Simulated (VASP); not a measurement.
# Sb2Pt (Pa-3) in VASP: single point with PBE

Aim: the single point of Sb2Pt with PBE.

All numbers are computed with VASP 6.6.1; they aren't measurements. Logs are shortened: lines on timing, memory, paths and dates and some standing lists are left out, and cuts for length are marked.

### 1 The cell of the first run

It takes space group Pa-3 (No. 205, cubic). Conventional cell: a = 6.440 Å, b = 6.440 Å, c = 6.440 Å, α = 90.00°, β = 90.00°, γ = 90.00°. Within 3.5 Å of Sb (site symmetry 3) lie 3 Pt at 2.67 Å and 1 Sb at 2.80 Å. Pt (site symmetry -3) has 6 Sb at 2.67 Å within 3.5 Å.

### 2 Single point, PBE

File INCAR:

```
SYSTEM = Sb2Pt
  ALGO = Normal
  EDIFF = 1E-6
  ENCUT = 520
  GGA = PE
  ISIF = 2
  ISMEAR = -1
  LASPH = .TRUE.
  LCHARG = .FALSE.
  LREAL = .FALSE.
  LWAVE = .FALSE.
  NBANDS = 52
  NELM = 100
  PREC = Accurate
  SIGMA = 0.05
```

File KPOINTS:

```
k-points
0
G
  5 5 5
  0 0 0
```

File POSCAR:

```
Sb2Pt
1.0
    6.4400000000      0.0000000000      0.0000000000
    0.0000000000      6.4400000000      0.0000000000
    0.0000000000      0.0000000000      6.4400000000
Sb Pt
8 4
Direct
    0.3744672110      0.3744672110      0.3744672110
    0.1255327890      0.6255327890      0.8744672110
    0.8744672110      0.1255327890      0.6255327890
    0.6255327890      0.8744672110      0.1255327890
    0.6255327890      0.6255327890      0.6255327890
    0.8744672110      0.3744672110      0.1255327890
    0.1255327890      0.8744672110      0.3744672110
    0.3744672110      0.1255327890      0.8744672110
    0.0000000000      0.0000000000      0.0000000000
    0.5000000000      0.0000000000      0.5000000000
    0.5000000000      0.5000000000      0.0000000000
    0.0000000000      0.5000000000      0.5000000000
```

Potentials or basis: VASP PAW PBE potentials, release 64 (Sb, Pt).

On the command line:

```console
cat potpaw_PBE.64/Sb/POTCAR potpaw_PBE.64/Pt/POTCAR > POTCAR
mpirun -np 1 vasp_std > vasp.out
```

OUTCAR:

```text
SYSTEM = Sb2Pt
   EDIFF = 1E-6
   ENCUT = 520
   GGA = PE
   ISIF = 2
   ISMEAR = -1
   LASPH = .TRUE.
   LREAL = .FALSE.
   NELM = 100
   PREC = Accurate

 ion  position               nearest neighbor table
   1  0.374  0.374  0.374-  10 2.67  11 2.67  12 2.67   5 2.80   6 3.60   7 3.60   8 3.60   8 3.60
                             7 3.60   6 3.60
   2  0.126  0.626  0.874-   9 2.67  11 2.67  12 2.67   6 2.80   5 3.60   7 3.60   8 3.60   7 3.60
                             8 3.60   5 3.60
   3  0.874  0.126  0.626-   9 2.67  10 2.67  12 2.67   7 2.80   6 3.60   5 3.60   8 3.60   6 3.60
                             5 3.60   8 3.60
   4  0.626  0.874  0.126-   9 2.67  10 2.67  11 2.67   8 2.80   6 3.60   7 3.60   5 3.60   5 3.60
                             6 3.60   7 3.60
   5  0.626  0.626  0.626-  10 2.67  11 2.67  12 2.67   1 2.80   2 3.60   3 3.60   4 3.60   4 3.60
                             3 3.60   2 3.60
   6  0.874  0.374  0.126-   9 2.67  11 2.67  12 2.67   2 2.80   1 3.60   3 3.60   4 3.60   3 3.60
                             4 3.60   1 3.60
   7  0.126  0.874  0.374-   9 2.67  10 2.67  12 2.67   3 2.80   2 3.60   1 3.60   4 3.60   2 3.60
                             1 3.60   4 3.60
   8  0.374  0.126  0.874-   9 2.67  10 2.67  11 2.67   4 2.80   2 3.60   3 3.60   1 3.60   1 3.60
                             2 3.60   3 3.60
   9  0.000  0.000  0.000-   2 2.67   3 2.67   4 2.67   6 2.67   7 2.67   8 2.67
  10  0.500  0.000  0.500-   1 2.67   3 2.67   4 2.67   5 2.67   7 2.67   8 2.67
  11  0.500  0.500  0.000-   1 2.67   2 2.67   4 2.67   5 2.67   6 2.67   8 2.67
  12  0.000  0.500  0.500-   1 2.67   2 2.67   3 2.67   5 2.67   6 2.67   7 2.67

  LATTYP: Found a simple cubic cell.
 ALAT       =     6.4400000000

  Lattice vectors:

 A1 = (   6.4400000000,   0.0000000000,   0.0000000000)
 A2 = (   0.0000000000,   6.4400000000,   0.0000000000)
 A3 = (   0.0000000000,   0.0000000000,   6.4400000000)

Analysis of symmetry for initial positions (statically):
=====================================================================
 Subroutine PRICEL returns:
 Original cell was already a primitive cell.

 Routine SETGRP: Setting up the symmetry group for a
 simple cubic supercell.

 Subroutine GETGRP returns: Found 24 space group operations
 (whereof  6 operations were pure point group operations)
 out of a pool of 48 trial point group operations.

The static configuration has the point symmetry S_6 .
 The point group associated with its full space group is T_h .

Analysis of symmetry for dynamics (positions and initial velocities):
=====================================================================
 Subroutine PRICEL returns:
 Original cell was already a primitive cell.

 Routine SETGRP: Setting up the symmetry group for a
 simple cubic supercell.

 Subroutine GETGRP returns: Found 24 space group operations
 (whereof  6 operations were pure point group operations)
 out of a pool of 48 trial point group operations.

The dynamic configuration has the point symmetry S_6 .
 The point group associated with its full space group is T_h .

 Subroutine INISYM returns: Found 24 space group operations
 (whereof  6 operations are pure point group operations),
 and found     1 'primitive' translations

----------------------------------------------------------------------------------------

                                     Primitive cell

  volume of cell :     267.0900

  direct lattice vectors                    reciprocal lattice vectors
     6.440000000  0.000000000  0.000000000     0.155279503  0.000000000  0.000000000
     0.000000000  6.440000000  0.000000000     0.000000000  0.155279503  0.000000000
     0.000000000  0.000000000  6.440000000     0.000000000  0.000000000  0.155279503

  length of vectors
     6.440000000  6.440000000  6.440000000     0.155279503  0.155279503  0.155279503

  position of ions in fractional coordinates (direct lattice)
     0.374467211  0.374467211  0.374467211
     0.125532789  0.625532789  0.874467211
     0.874467211  0.125532789  0.625532789
     0.625532789  0.874467211  0.125532789
     0.625532789  0.625532789  0.625532789
     0.874467211  0.374467211  0.125532789
     0.125532789  0.874467211  0.374467211
     0.374467211  0.125532789  0.874467211
     0.000000000  0.000000000  0.000000000
     0.500000000  0.000000000  0.500000000
     0.500000000  0.500000000  0.000000000
     0.000000000  0.500000000  0.500000000

  ion indices of the primitive-cell ions
   primitive index   ion index
                 1           1
                 2           2
                 3           3
                 4           4
                 5           5
                 6           6
                 7           7
                 8           8
                 9           9
                10          10
                11          11
                12          12

----------------------------------------------------------------------------------------

 KPOINTS: k-points

Automatic generation of k-mesh.
 Grid dimensions read from file:
 generate k-points for:    5    5    5

 Generating k-lattice:

  Cartesian coordinates                     Fractional coordinates (reciprocal lattice)
     0.031055901  0.000000000  0.000000000     0.200000000  0.000000000  0.000000000
     0.000000000  0.031055901  0.000000000     0.000000000  0.200000000  0.000000000
     0.000000000  0.000000000  0.031055901     0.000000000  0.000000000  0.200000000

  Length of vectors
     0.031055901  0.031055901  0.031055901

  Shift w.r.t. Gamma in fractional coordinates (k-lattice)
     0.000000000  0.000000000  0.000000000

 Subroutine IBZKPT returns following result:
 ===========================================

 Found     11 irreducible k-points:

 Following reciprocal coordinates:
            Coordinates               Weight
  0.000000  0.000000  0.000000      1.000000
  0.200000  0.000000  0.000000      6.000000
  0.400000  0.000000  0.000000      6.000000
  0.200000  0.200000  0.000000     12.000000
  0.400000  0.200000  0.000000     12.000000
 -0.200000  0.400000  0.000000     12.000000
  0.400000  0.400000  0.000000     12.000000
  0.200000  0.200000  0.200000      8.000000
  0.400000  0.200000  0.200000     24.000000
  0.400000  0.400000  0.200000     24.000000
  0.400000  0.400000  0.400000      8.000000
   k-points           NKPTS =     11   k-points in BZ     NKDIM =     11   number of bands    NBANDS=     52
   number of dos      NEDOS =    301   number of ions     NIONS =     12
   total plane-waves  NPLWV = 110592
   dimension x,y,z NGX =    48 NGY =   48 NGZ =   48
   dimension x,y,z NGXF=    96 NGYF=   96 NGZF=   96
   ions per type =               8   4
   NGX,Y,Z   is equivalent  to a cutoff of  12.39, 12.39, 12.39 a.u.
   NGXF,Y,Z  is equivalent  to a cutoff of  24.78, 24.78, 24.78 a.u.
 SYSTEM =  Sb2Pt
   PREC   = accura    normal or accurate (medium, high low for compatibility)
   ISTART =      0    job   : 0-new  1-cont  2-samecut
   ICHARG =      2    charge: 1-file 2-atom 10-const
   ISPIN  =      1    spin polarized calculation?
   LNONCOLLINEAR =      F non collinear calculations
   LSORBIT =      F    spin-orbit coupling
   LASPH  =      T    aspherical Exc in radial PAW
   ENCUT  =  520.0 eV  38.22 Ry    6.18 a.u.  11.97 11.97 11.97*2*pi/ulx,y,z
   NELM   =    100;   NELMIN=  2; NELMDL= -5     # of ELM steps
   EDIFF  = 0.1E-05   stopping-criterion for ELM
   LREAL  =      F    real-space projection
   EDIFFG = 0.1E-04   stopping-criterion for IOM
   NSW    =      0    number of steps for IOM
   IBRION =     -1    ionic relax: 0-MD 1-quasi-New 2-CG
   NFREE  =      0    steps in history (QN), initial steepest desc. (CG)
   ISIF   =      2    stress and relaxation
   ISYM   =      2    0-nonsym 1-usesym 2-fastsym
   POTIM  = 0.5000    time-step for ionic-motion
   TEBEG  =    0.0;   TEEND  =   0.0 temperature during run
   PSTRESS=    0.0 pullay stress
   NELECT =      80.0000    total number of electrons
   NUPDOWN=      -1.0000    fix difference up-down
   EMIN   =  10.00;   EMAX   =-10.00  energy-range for DOS
   EFERMI =   0.00;   METHOD = LEGACY
   ISMEAR =    -1;   SIGMA  =   0.05  broadening in eV -4-tet -1-fermi 0-gaus
   EFERMI_NEDOS =   21; number of points for ismear=-14 and -15
   IALGO  =     38    algorithm
   IMIX   =      4    mixing-type and parameters
     AMIX     =   0.40;   BMIX     =  1.00
     AMIX_MAG =   1.60;   BMIX_MAG =  1.00
  volume/ion in A,a.u.               =      22.26       150.20
  Fermi-wavevector in a.u.,A,eV,Ry     =   1.095348  2.069908 16.324109  1.199788
  Thomas-Fermi vector in A             =   2.231670
   LORBIT       =      0    0 simple, 1 ext, 2 COOP (PROOUT), +10 PAW based schemes
   GGA     = PE    functional components
   LHFCALC =     F    Hartree Fock is set to
   AEXX    =    0.0000 exact exchange contribution
   IVDW    =     0    specifies the selected vdW correction
   LEPSILON=     F    determine dielectric tensor
   LRPA    =     F    only Hartree local field effects (RPA)
 non-spin polarized calculation
  energy-cutoff  :      520.00
  volume of cell :      267.09
 maximum number of plane-waves:      7212
   NGX = 23   NGY = 23   NGZ = 23

 number of electron      80.0000003 magnetization

 Free energy of the ion-electron system (eV)
  ---------------------------------------------------
  ext. energy  EPLUGINS =         0.00000000
  ---------------------------------------------------
  free energy    TOTEN  =       -62.98504691 eV

  energy without entropy =      -62.97390300  energy(sigma->0) =      -62.97947496

 E-fermi :   9.4223     XC(G=0): -10.9791

 val. band max:        9.3683042458   @ k =   0.0000   0.0000   0.0000
 cond. band min:       9.4550835407   @ k =   0.2000   0.0000   0.0000
 fundamental gap:      0.0867792950
 Fermi energy:         9.4223202990

 k-point     1 :       0.0000    0.0000    0.0000
  band No.  band energies     occupation
      1      -3.4316      2.00000
      2      -1.1306      2.00000
      3      -1.1306      2.00000
      4      -1.1306      2.00000
      5       0.3525      2.00000
      6       0.3525      2.00000
[... 44 lines left out ...]
     51      14.0264      0.00000
     52      14.2496      0.00000

 k-point     2 :       0.2000    0.0000    0.0000
  band No.  band energies     occupation
      1      -3.2850      2.00000
      2      -1.4919      2.00000
      3      -1.0518      2.00000
      4      -1.0400      2.00000
      5       0.3622      2.00000
      6       0.3739      2.00000
[... 44 lines left out ...]
     51      13.7423      0.00000
     52      14.1938      0.00000

 k-point     3 :       0.4000    0.0000    0.0000
  band No.  band energies     occupation
      1      -2.8586      2.00000
      2      -2.2069      2.00000
      3      -0.8918      2.00000
      4      -0.8738      2.00000
      5       0.4197      2.00000
      6       0.4198      2.00000
[... 44 lines left out ...]
     51      13.6179      0.00000
     52      13.9463      0.00000
[... 331 lines left out ...]
 k-point    10 :       0.4000    0.4000    0.2000
  band No.  band energies     occupation
      1      -2.1694      2.00000
      2      -1.5827      2.00000
      3      -1.5692      2.00000
      4      -1.1384      2.00000
      5      -0.1858      2.00000
      6       0.0235      2.00000
[... 44 lines left out ...]
     51      12.9569      0.00000
     52      13.0729      0.00000

 k-point    11 :       0.4000    0.4000    0.4000
  band No.  band energies     occupation
      1      -1.7840      2.00000
      2      -1.2982      2.00000
      3      -1.2688      2.00000
      4      -1.2688      2.00000
      5      -0.4205      2.00000
      6      -0.4205      2.00000
[... 44 lines left out ...]
     51      12.4216      0.00000
     52      12.4490      0.00000

------------------------ aborting loop because EDIFF is reached ----------------------------------------

  FORCE on cell =-STRESS in cart. coord.  units (eV):
  Direction    XX          YY          ZZ          XY          YZ          ZX
  --------------------------------------------------------------------------------------
  -------------------------------------------------------------------------------------
  Total        9.7318255      9.7318255      9.7318255      0.0000000      0.0000000     -0.0000000
  in kB       58.3777423     58.3777423     58.3777423      0.0000000      0.0000000     -0.0000000
  external PRESSURE =      58.3777423 kB  Pullay stress =       0.0000000 kB

 VOLUME and BASIS-vectors are now :
 -----------------------------------------------------------------------------
  energy-cutoff  :      520.00
  volume of cell :      267.09
      direct lattice vectors                 reciprocal lattice vectors
     6.440000000  0.000000000  0.000000000     0.155279503  0.000000000  0.000000000
     0.000000000  6.440000000  0.000000000     0.000000000  0.155279503  0.000000000
     0.000000000  0.000000000  6.440000000     0.000000000  0.000000000  0.155279503

 POSITION                                       TOTAL-FORCE (eV/Angst)
 -----------------------------------------------------------------------------------
      2.41157      2.41157      2.41157        -0.020846     -0.020846     -0.020846
      0.80843      4.02843      5.63157         0.020846      0.020846     -0.020846
      5.63157      0.80843      4.02843        -0.020846      0.020846      0.020846
      4.02843      5.63157      0.80843         0.020846     -0.020846      0.020846
      4.02843      4.02843      4.02843         0.020846      0.020846      0.020846
      5.63157      2.41157      0.80843        -0.020846     -0.020846      0.020846
      0.80843      5.63157      2.41157         0.020846     -0.020846     -0.020846
      2.41157      0.80843      5.63157        -0.020846      0.020846     -0.020846
      0.00000      0.00000      0.00000         0.000000     -0.000000     -0.000000
      3.22000      0.00000      3.22000         0.000000     -0.000000     -0.000000
      3.22000      3.22000      0.00000         0.000000     -0.000000     -0.000000
      0.00000      3.22000      3.22000         0.000000     -0.000000     -0.000000
 -----------------------------------------------------------------------------------
    total drift:                               -0.000000      0.000000     -0.000000

  FREE ENERGIE OF THE ION-ELECTRON SYSTEM (eV)
  ---------------------------------------------------
  free  energy   TOTEN  =       -62.9850469150 eV

  energy  without entropy=      -62.9739029993  energy(sigma->0) =      -62.97947496
```

Wall time 3.2 min (1 thread of Oxide Virtual Turin-like, shared host); peak memory 0.36 GiB.

Results:

```yaml
Free_energy: -62.9850 eV
Pressure: 5.8 GPa
Largest_force: 0.036 eV/Å
Band_gap_on_the_k_mesh: zero (band 40 reaches 9.46 eV, above the bottom of band 41 at 9.37 eV)
```

Forces on the atoms (eV/Å):
```
Sb  -0.021 -0.021 -0.021
Sb   0.021  0.021 -0.021
Sb  -0.021  0.021  0.021
Sb   0.021 -0.021  0.021
Sb   0.021  0.021  0.021
Sb  -0.021 -0.021  0.021
Sb   0.021 -0.021 -0.021
Sb  -0.021  0.021 -0.021
Pt   0.000  0.000  0.000
Pt   0.000  0.000  0.000
Pt   0.000  0.000  0.000
Pt   0.000  0.000  0.000
```

Levels at points of the mesh, in eV from the Fermi level:
```
           k point  band 37  band 38  band 39  band 40  band 41  band 42  band 43  band 44
(0.00, 0.00, 0.00)    -1.81    -0.57    -0.57    -0.57    -0.05    -0.05    -0.05     0.81
```

Caveat: spin-orbit coupling is left out, which moves the levels of the heavy elements.
